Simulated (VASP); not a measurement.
# MnBr3 in VASP: a series of runs

The runs below take MnBr3 through single point, with PBEsol.

Everything below comes from runs of VASP 6.6.1. Logs are shortened: lines on timing, memory, paths and dates and some standing lists are left out, and cuts for length are marked.

## Step 1: The cell of the first run

It takes space group Pm-3m (No. 221, cubic). The conventional cell has a = 5.058 Å, b = 5.058 Å, c = 5.058 Å, α = 90.00°, β = 90.00°, γ = 90.00°. Mn (site symmetry m-3m) has 6 Br at 2.53 Å within 3.3 Å. Within 3.3 Å of Br (site symmetry 4/mmm) lie 2 Mn at 2.53 Å.

## Step 2: Single point, PBEsol, collinear spin, ferromagnetic start (32.35 Å³/atom)

Input file INCAR:

```
ALGO = Normal
EDIFF = 1E-6
ENCUT = 520
GGA = PS
ISIF = 2
ISMEAR = 0
ISPIN = 2
LASPH = T
LCHARG = T
LELF = T
LMAXMIX = 4
LORBIT = 11
LREAL = F
LVHAR = T
LWAVE = F
MAGMOM = 4.07 0 0 0
NBANDS = 29
NELM = 150
PREC = Accurate
SIGMA = 0.05
```

Input file KPOINTS:

```
k-points
0
Gamma
  6 6 6
```

Input file POSCAR:

```
MnBr3
1.0
    5.0579840753      0.0000000000      0.0000000000
    0.0000000000      5.0579840753      0.0000000000
    0.0000000000      0.0000000000      5.0579840753
Mn Br
1 3
Direct
    0.0000000000      0.0000000000      0.0000000000
    0.5000000000      0.0000000000      0.0000000000
    0.0000000000      0.0000000000      0.5000000000
    0.0000000000      0.5000000000      0.0000000000
```

Potentials or basis: VASP PAW PBE potentials, release 64 (Mn_pv, Br).

Command:

```console
> cat potpaw_PBE.64/Mn_pv/POTCAR potpaw_PBE.64/Br/POTCAR > POTCAR
> mpirun -np 1 vasp_std > vasp.out
```

OUTCAR:

```text
EDIFF = 1E-6
   ENCUT = 520
   GGA = PS
   ISIF = 2
   ISMEAR = 0
   ISPIN = 2
   LASPH = T
   LORBIT = 11
   LREAL = F
   NELM = 150
   PREC = Accurate

 ion  position               nearest neighbor table
   1  0.000  0.000  0.000-   2 2.53   3 2.53   4 2.53   3 2.53   4 2.53   2 2.53
   2  0.500  0.000  0.000-   1 2.53   1 2.53
   3  0.000  0.000  0.500-   1 2.53   1 2.53
   4  0.000  0.500  0.000-   1 2.53   1 2.53

  LATTYP: Found a simple cubic cell.
 ALAT       =     5.0579840753

  Lattice vectors:

 A1 = (   5.0579840753,   0.0000000000,   0.0000000000)
 A2 = (   0.0000000000,   5.0579840753,   0.0000000000)
 A3 = (   0.0000000000,   0.0000000000,   5.0579840753)

Analysis of symmetry for initial positions (statically):
=====================================================================
 Subroutine PRICEL returns:
 Original cell was already a primitive cell.

 Routine SETGRP: Setting up the symmetry group for a
 simple cubic supercell.

 Subroutine GETGRP returns: Found 48 space group operations
 (whereof 48 operations were pure point group operations)
 out of a pool of 48 trial point group operations.

The static configuration has the point symmetry O_h .

Analysis of symmetry for dynamics (positions and initial velocities):
=====================================================================
 Subroutine PRICEL returns:
 Original cell was already a primitive cell.

 Routine SETGRP: Setting up the symmetry group for a
 simple cubic supercell.

 Subroutine GETGRP returns: Found 48 space group operations
 (whereof 48 operations were pure point group operations)
 out of a pool of 48 trial point group operations.

The dynamic configuration has the point symmetry O_h .

Analysis of structural, dynamic, and magnetic symmetry:
=====================================================================
 Subroutine PRICEL returns:
 Original cell was already a primitive cell.

 Routine SETGRP: Setting up the symmetry group for a
 simple cubic supercell.

 Subroutine GETGRP returns: Found 48 space group operations
 (whereof 48 operations were pure point group operations)
 out of a pool of 48 trial point group operations.

The overall configuration has the point symmetry O_h .

 Subroutine INISYM returns: Found 48 space group operations
 (whereof 48 operations are pure point group operations),
 and found     1 'primitive' translations

----------------------------------------------------------------------------------------

                                     Primitive cell

  volume of cell :     129.3994

  direct lattice vectors                    reciprocal lattice vectors
     5.057984075  0.000000000  0.000000000     0.197707226  0.000000000  0.000000000
     0.000000000  5.057984075  0.000000000     0.000000000  0.197707226  0.000000000
     0.000000000  0.000000000  5.057984075     0.000000000  0.000000000  0.197707226

  length of vectors
     5.057984075  5.057984075  5.057984075     0.197707226  0.197707226  0.197707226

  position of ions in fractional coordinates (direct lattice)
     0.000000000  0.000000000  0.000000000
     0.500000000  0.000000000  0.000000000
     0.000000000  0.000000000  0.500000000
     0.000000000  0.500000000  0.000000000

  ion indices of the primitive-cell ions
   primitive index   ion index
                 1           1
                 2           2
                 3           3
                 4           4

----------------------------------------------------------------------------------------

 KPOINTS: k-points

Automatic generation of k-mesh.
 Grid dimensions read from file:
 generate k-points for:    6    6    6

 Generating k-lattice:

  Cartesian coordinates                     Fractional coordinates (reciprocal lattice)
     0.032951204  0.000000000  0.000000000     0.166666667  0.000000000  0.000000000
     0.000000000  0.032951204  0.000000000     0.000000000  0.166666667  0.000000000
     0.000000000  0.000000000  0.032951204     0.000000000  0.000000000  0.166666667

  Length of vectors
     0.032951204  0.032951204  0.032951204

  Shift w.r.t. Gamma in fractional coordinates (k-lattice)
     0.000000000  0.000000000  0.000000000

 Subroutine IBZKPT returns following result:
 ===========================================

 Found     20 irreducible k-points:

 Following reciprocal coordinates:
            Coordinates               Weight
  0.000000  0.000000  0.000000      1.000000
  0.166667  0.000000  0.000000      6.000000
  0.333333  0.000000  0.000000      6.000000
  0.500000  0.000000  0.000000      3.000000
  0.166667  0.166667  0.000000     12.000000
  0.333333  0.166667  0.000000     24.000000
[... 12 lines left out ...]
  0.500000  0.500000  0.333333      6.000000
  0.500000  0.500000  0.500000      1.000000
   k-points           NKPTS =     20   k-points in BZ     NKDIM =     20   number of bands    NBANDS=     29
   number of dos      NEDOS =    301   number of ions     NIONS =      4
   total plane-waves  NPLWV =  64000
   dimension x,y,z NGX =    40 NGY =   40 NGZ =   40
   dimension x,y,z NGXF=    80 NGYF=   80 NGZF=   80
   ions per type =               1   3
   NGX,Y,Z   is equivalent  to a cutoff of  13.15, 13.15, 13.15 a.u.
   NGXF,Y,Z  is equivalent  to a cutoff of  26.29, 26.29, 26.29 a.u.
 SYSTEM =  unknown system
   PREC   = accura    normal or accurate (medium, high low for compatibility)
   ISTART =      0    job   : 0-new  1-cont  2-samecut
   ICHARG =      2    charge: 1-file 2-atom 10-const
   ISPIN  =      2    spin polarized calculation?
   LNONCOLLINEAR =      F non collinear calculations
   LSORBIT =      F    spin-orbit coupling
   LASPH  =      T    aspherical Exc in radial PAW
   ENCUT  =  520.0 eV  38.22 Ry    6.18 a.u.   9.40  9.40  9.40*2*pi/ulx,y,z
   NELM   =    150;   NELMIN=  2; NELMDL= -5     # of ELM steps
   EDIFF  = 0.1E-05   stopping-criterion for ELM
   LREAL  =      F    real-space projection
   EDIFFG = 0.1E-04   stopping-criterion for IOM
   NSW    =      0    number of steps for IOM
   IBRION =     -1    ionic relax: 0-MD 1-quasi-New 2-CG
   NFREE  =      0    steps in history (QN), initial steepest desc. (CG)
   ISIF   =      2    stress and relaxation
   ISYM   =      2    0-nonsym 1-usesym 2-fastsym
   POTIM  = 0.5000    time-step for ionic-motion
   TEBEG  =    0.0;   TEEND  =   0.0 temperature during run
   PSTRESS=    0.0 pullay stress
   NELECT =      34.0000    total number of electrons
   NUPDOWN=      -1.0000    fix difference up-down
   EMIN   =  10.00;   EMAX   =-10.00  energy-range for DOS
   EFERMI =   0.00;   METHOD = LEGACY
   ISMEAR =     0;   SIGMA  =   0.05  broadening in eV -4-tet -1-fermi 0-gaus
   EFERMI_NEDOS =   21; number of points for ismear=-14 and -15
   IALGO  =     38    algorithm
   IMIX   =      4    mixing-type and parameters
     AMIX     =   0.40;   BMIX     =  1.00
     AMIX_MAG =   1.60;   BMIX_MAG =  1.00
  volume/ion in A,a.u.               =      32.35       218.31
  Fermi-wavevector in a.u.,A,eV,Ry     =   1.048553  1.981478 14.959105  1.099463
  Thomas-Fermi vector in A             =   2.183479
   LORBIT       =     11    0 simple, 1 ext, 2 COOP (PROOUT), +10 PAW based schemes
   GGA     = PS    functional components
   LHFCALC =     F    Hartree Fock is set to
   AEXX    =    0.0000 exact exchange contribution
   IVDW    =     0    specifies the selected vdW correction
   LEPSILON=     F    determine dielectric tensor
   LRPA    =     F    only Hartree local field effects (RPA)
 spin polarized calculation
 Gauss-broadening in eV      SIGMA  =   0.05
  energy-cutoff  :      520.00
  volume of cell :      129.40
 maximum number of plane-waves:      3523
 NGX is ok and might be reduce to    40
   NGX = 19   NGY = 19   NGZ = 19

 number of electron      34.0000020 magnetization       4.1714868

 Free energy of the ion-electron system (eV)
  ---------------------------------------------------
  ext. energy  EPLUGINS =         0.00000000
  ---------------------------------------------------
  free energy    TOTEN  =       -16.97295476 eV

  energy without entropy =      -16.96928193  energy(sigma->0) =      -16.97111835

 E-fermi :  -0.3015     XC(G=0):  -7.8459

 val. band max:       -0.3120865331   @ k =   0.3333   0.1667   0.0000
 cond. band min:      -0.2999531957   @ k =   0.5000   0.1667   0.0000
 fundamental gap:      0.0121333374
 Fermi energy:        -0.3014546436

 spin component 1

 k-point     1 :       0.0000    0.0000    0.0000
  band No.  band energies     occupation
      1     -50.3765      1.00000
      2     -50.3765      1.00000
      3     -50.3765      1.00000
      4     -14.9311      1.00000
      5     -13.9479      1.00000
      6     -13.9479      1.00000
[... 607 lines left out ...]
      6     -14.1601      1.00000
[... 21 lines left out ...]
     28      10.8938      0.00000
     29      10.9448      0.00000
 Fermi energy:        -0.3014546436

 spin component 2

 k-point     1 :       0.0000    0.0000    0.0000
  band No.  band energies     occupation
      1     -46.3125      1.00000
      2     -46.3125      1.00000
      3     -46.3125      1.00000
      4     -14.8513      1.00000
      5     -13.8807      1.00000
      6     -13.8807      1.00000
[... 629 lines left out ...]
     28      11.2079      0.00000
     29      11.2079      0.00000

------------------------ aborting loop because EDIFF is reached ----------------------------------------

  FORCE on cell =-STRESS in cart. coord.  units (eV):
  Direction    XX          YY          ZZ          XY          YZ          ZX
  --------------------------------------------------------------------------------------
  -------------------------------------------------------------------------------------
  Total       -1.0007682     -1.0007682     -1.0007682     -0.0000000     -0.0000000     -0.0000000
  in kB      -12.3911521    -12.3911521    -12.3911521     -0.0000000     -0.0000000     -0.0000000
  external PRESSURE =     -12.3911521 kB  Pullay stress =       0.0000000 kB

 VOLUME and BASIS-vectors are now :
 -----------------------------------------------------------------------------
  energy-cutoff  :      520.00
  volume of cell :      129.40
      direct lattice vectors                 reciprocal lattice vectors
     5.057984075  0.000000000  0.000000000     0.197707226  0.000000000  0.000000000
     0.000000000  5.057984075  0.000000000     0.000000000  0.197707226  0.000000000
     0.000000000  0.000000000  5.057984075     0.000000000  0.000000000  0.197707226

 POSITION                                       TOTAL-FORCE (eV/Angst)
 -----------------------------------------------------------------------------------
      0.00000      0.00000      0.00000         0.000000      0.000000      0.000000
      2.52899      0.00000      0.00000         0.000000      0.000000      0.000000
      0.00000      0.00000      2.52899         0.000000      0.000000      0.000000
      0.00000      2.52899      0.00000         0.000000      0.000000      0.000000
 -----------------------------------------------------------------------------------
    total drift:                               -0.000000     -0.000000     -0.000000

  FREE ENERGIE OF THE ION-ELECTRON SYSTEM (eV)
  ---------------------------------------------------
  free  energy   TOTEN  =       -16.9729547632 eV

  energy  without entropy=      -16.9692819332  energy(sigma->0) =      -16.97111835

 total charge

# of ion       s       p       d       tot
------------------------------------------
    1        0.240   6.201   4.900  11.341
    2        1.606   3.201   0.018   4.825
    3        1.606   3.201   0.018   4.825
    4        1.606   3.201   0.018   4.825
--------------------------------------------------
tot          5.057  15.806   4.953  25.815

 magnetization (x)

# of ion       s       p       d       tot
------------------------------------------
    1        0.036   0.029   3.752   3.817
    2        0.008   0.019   0.007   0.033
    3        0.008   0.019   0.007   0.033
    4        0.008   0.019   0.007   0.033
--------------------------------------------------
tot          0.059   0.085   3.772   3.915
```

Wall time 7 min (1 thread of Intel Xeon 8259CL, shared host); peak memory 0.35 GiB.

Results:

```yaml
Free_energy: -16.9730 eV
Pressure: -1.2 GPa
Net_moment: 4.17 μB per cell
Site_moments: Mn +3.82; Br +0.03 μB
Valence_electrons_inside_the_program's_atomic_spheres: Mn 11.34; Br 4.83
```

Caveat: the PAW data sets were made with another functional, which shifts forces and pressure a little; semilocal functionals often make such compounds metallic where correlation or magnetic order opens a gap, which also shifts bond lengths.

## Step 3: Single point, PBEsol, collinear spin, ferromagnetic start

This run uses another cell than the first one, of 35.36 Å³/atom.

Input file INCAR:

```
SYSTEM = MnBr3
PREC     = Accurate       ! precision mode
ENCUT    = 520            ! plane-wave cutoff, eV
EDIFF    = 1E-7           ! SCF threshold, eV
ISMEAR   = 0              ! smearing method
SIGMA    = 0.05           ! smearing width, eV
LREAL    = .False.        ! projectors in reciprocal space
LASPH    = .True.         ! aspherical terms in the spheres
NELM     = 150            ! most SCF steps
ALGO     = Normal         ! electronic algorithm
ISIF     = 2              ! what is computed and relaxed
LWAVE    = .False.        ! write WAVECAR
LCHARG   = .True.         ! write CHGCAR
ISPIN    = 2              ! spin polarisation
MAGMOM   = 4 0 0 0        ! initial moments
LORBIT   = 11             ! projections on sites
LMAXMIX  = 4              ! l up to which the mixer works
GGA      = PS             ! functional
LELF     = .True.         ! ELF
LVHAR    = .True.       
NBANDS   = 29             ! bands
```

Input file KPOINTS:

```
regular mesh
0
Gamma
  6 6 6
  0 0 0
```

Input file POSCAR:

```
MnBr3
1.0
    5.2100000000      0.0000000000      0.0000000000
    0.0000000000      5.2100000000      0.0000000000
    0.0000000000      0.0000000000      5.2100000000
Mn Br
1 3
Direct
    0.0000000000      0.0000000000      0.0000000000
    0.5000000000      0.0000000000      0.0000000000
    0.0000000000      0.0000000000      0.5000000000
    0.0000000000      0.5000000000      0.0000000000
```

Potentials or basis: VASP PAW PBE potentials, release 64 (Mn_pv, Br).

Command:

```console
> cat potpaw_PBE.64/Mn_pv/POTCAR potpaw_PBE.64/Br/POTCAR > POTCAR
> mpirun -np 1 vasp_std > vasp.out
```

It took 7.7 min on 1 thread of Intel Xeon 8259CL, shared host; peak memory 0.35 GiB.

It converged, with:

| Property | Result |
| --- | --- |
| Free energy | -16.7954 eV |
| Pressure | -3.3 GPa |
| Net moment | 4.30 μB per cell |
| Site moments | Mn +3.96; Br +0.03 μB |
| Valence electrons inside the program's atomic spheres | Mn 11.25; Br 4.80 |

Levels at points of the mesh, in eV from the Fermi level:
Spin up:
```
           k point  band 17  band 18  band 19  band 20  band 21  band 22
(0.00, 0.00, 0.00)    -0.77    -0.52    -0.52    -0.52     2.29     5.72
(0.50, 0.00, 0.00)    -0.64    -0.64    -0.61    -0.61     5.44     7.44
(0.50, 0.50, 0.00)    -0.62    -0.62     0.06     1.24     6.98     6.98
(0.50, 0.50, 0.50)     0.07     0.07     1.25     1.25     5.99     5.99
```
Spin down:
```
           k point  band 13  band 14  band 15  band 16  band 17  band 18
(0.00, 0.00, 0.00)    -0.47    -0.47    -0.47     1.22     1.22     1.22
(0.50, 0.00, 0.00)    -0.86    -0.55    -0.55     1.23     1.36     1.88
(0.50, 0.50, 0.00)    -1.21    -1.21     0.14     1.53     1.90     1.90
(0.50, 0.50, 0.50)     0.15     0.15     0.15     2.05     2.05     2.05
```

Caveat: the cell stands under tension; the PAW data sets were made with another functional, which shifts forces and pressure a little; semilocal functionals often make such compounds metallic where correlation or magnetic order opens a gap, which also shifts bond lengths.

(Part 1 of 2 ends here.)
